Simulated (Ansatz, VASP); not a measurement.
**TePb: VASP beside Ansatz**

```
CELL_PARAMETERS angstrom
3.90724 0.00000 0.00000
0.00000 3.90724 0.00000
0.00000 0.00000 3.90724
ATOMIC_POSITIONS crystal
Te 0.50000 0.50000 0.50000
Pb 0.00000 0.00000 0.00000
```

Alike in both runs: task relaxation of cell and atoms; functional PBEsol; k mesh 10 × 10 × 10; occupations fermi-dirac, width 0.05 eV; no spin polarisation.

|  | VASP | Ansatz |
| --- | --- | --- |
| version | VASP 6.6.1 | Ansatz 0.2.0 |
| potentials or method | VASP PAW PBE potentials, release 64 (Te, Pb_d), cutoff 600 eV | all-electron LAPW, scalar-relativistic |

VASP gave:

```
relaxed volume (Å³/atom)                                     : 29.86
relaxed cell length with the largest relative difference (Å) : 3.909
```

Task: What did Ansatz give for the same quantities?

Result: Relaxed volume (Å³/atom): 29.82; relaxed cell length with the largest relative difference (Å): 3.907.

VASP's potentials were made for PBE, not for PBEsol. Ansatz ran all-electron here, and VASP with PAW potentials.

Spin-orbit coupling is off throughout.
